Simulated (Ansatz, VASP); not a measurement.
Two plane-wave programs on HfN

INCAR

```
PREC = Accurate
ENCUT = 520
EDIFF = 1E-6
ISMEAR = 0
SIGMA = 0.15
LREAL = F
LASPH = T
NELM = 100
ALGO = Normal
ISIF = 2
LWAVE = F
LCHARG = F
GGA = CA
NBANDS = 14
```

The input KPOINTS:

```
regular mesh
0
Gamma
  16 16 16
```

File POSCAR:

```
HfN
1.0
    0.0000000000      2.5161925500      2.3320809000
    2.5161925500      0.0000000000      2.3320809000
    2.5161925500      2.5161925500      0.0000000000
Hf N
1 1
Direct
    0.0000000000      0.0000000000      0.0000000000
    0.7500000000      0.7500000000      0.7500000000
```

Input for Ansatz:

```yaml
crystal:
  lattice:
    - [0.0, 2.51619255, 2.3320809]
    - [2.51619255, 0.0, 2.3320809]
    - [2.51619255, 2.51619255, 0.0]
  atoms:
    - { symbol: Hf, position: [0.0, 0.0, 0.0] }
    - { symbol: "N", position: [0.75, 0.75, 0.75] }
basis:
  ecutwfc: 420
kpoints:
  mp_grid: { grid: [16, 16, 16] }
hamiltonian:
  xc: lda
scf:
  occupations: { method: gaussian, width: 0.15 }
output:
  forces: true
  stress: true
  eigenvalues: true
```

Change from the starting cell: strain +0.025 along x and y, -0.050 along z, atoms carried along.

Alike in both runs: task single point; functional LDA; k mesh 16 × 16 × 16; occupations gaussian, width 0.15 eV; no spin polarisation.

|  | VASP | Ansatz |
| --- | --- | --- |
| version | VASP 6.6.1 | Ansatz 0.2.0 |
| potentials or method | VASP PAW LDA potentials, release 64 (Hf_pv, N), cutoff 520 eV | scalar-relativistic, plane waves, PAW |
| valence electrons in the cell | 15 | 31 |

```csv
,VASP,Ansatz,Ansatz less VASP
gap on the k mesh at the Fermi level (eV),none,none,-
pressure (GPa),-10.0,-9.6,+0.36
"traceless stress, the component that is largest in VASP (GPa)",6.86,6.91,+0.047
```

LDA's correlation is that of Perdew and Zunger in VASP and of Perdew and Wang (1992) in Ansatz. A gap of «none» marks a metal or a gap that the smearing closes. VASP's potentials hold 15 valence electrons a cell and Ansatz's 31, so a difference there can come from the potentials and not from the codes.

Neither program's run includes spin-orbit coupling.
